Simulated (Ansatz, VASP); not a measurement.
**One calculation of TaN, two programs**

INCAR

```
SYSTEM = TaN
PREC = Accurate ; ENCUT = 520
EDIFF = 1E-7 ; ISMEAR = 0
SIGMA = 0.15 ; LREAL = .False.
LASPH = .True. ; NELM = 60
ALGO = Fast ; ISIF = 2
LWAVE = .False. ; LCHARG = .True.
GGA = PE ; LELF = .True.
LVHAR = .True. ; NBANDS = 24
```

Contents of KPOINTS:

```
Automatic mesh
0
Gamma
  15 15 8
  0 0 0
```

File POSCAR:

```
TaN
1.0
    2.9168996769      0.0000000000      0.0000000000
   -1.4584498385      2.5261092205      0.0000000000
    0.0000000000      0.0000000000      5.9142266377
Ta N
2 2
Direct
   -0.0540762605     -0.0395865702      0.0000000000
    0.0540762605      0.0395865702      0.5000000000
    0.3333333333      0.6666666667      0.2500000000
    0.6666666667      0.3333333333      0.7500000000
```

Input for Ansatz:

```yaml
crystal:
  lattice:
    - [2.9168996769, 0.0, 0.0]
    - [-1.4584498385, 2.5261092205, 0.0]
    - [0.0, 0.0, 5.9142266377]
  atoms:
    - { symbol: Ta, position: [-0.0540762605, -0.0395865702, 0.0] }
    - { symbol: Ta, position: [0.0540762605, 0.0395865702, 0.5] }
    - { symbol: "N", position: [0.3333333333, 0.6666666667, 0.25] }
    - { symbol: "N", position: [0.6666666667, 0.3333333333, 0.75] }
basis:
  ecutwfc: 520.0
kpoints:
  mp_grid: { grid: [15, 15, 8] }
hamiltonian:
  xc: pbe
  pseudopotentials: { kind: paw, azcp: { folder: soft_1 } }
scf:
  occupations: { method: gaussian, width: 0.15 }
output:
  forces: true
  stress: true
  eigenvalues: true
```

Change from the starting cell: mode 4 frozen in at -0.100 Å and mode 5 at -0.100 Å (largest displacements).

Alike in both runs: task single point; functional PBE; k mesh 15 × 15 × 8; occupations gaussian, width 0.15 eV; no spin polarisation.

```csv
,VASP,Ansatz
version,VASP 6.6.1,Ansatz 0.2.0
potentials or method,"VASP PAW PBE potentials, release 64 (Ta_pv, N), cutoff 520 eV","scalar-relativistic, plane waves, PAW"
valence electrons in the cell,32,36
```

Ansatz gave:

| Property | Result |
| --- | --- |
| gap on the k mesh at the Fermi level (eV) | none |
| pressure (GPa) | 3.0 |
| traceless stress, the component that is largest in VASP (GPa) | 1.68 |
| rms of the force components (eV/Å) | 0.738 |

Problem. Which values does VASP return?

Solution. gap on the k mesh at the Fermi level (eV): none; pressure (GPa): 3.8; traceless stress, the component that is largest in VASP (GPa): 1.78; rms of the force components (eV/Å): 0.742.

Atom by atom the forces differ by 0.004 eV/Å (rms over components). A gap of «none» marks a metal or a gap that the smearing closes. VASP's potentials hold 32 valence electrons a cell and Ansatz's 36, so a difference there can come from the potentials and not from the codes.

Spin-orbit coupling is off throughout.
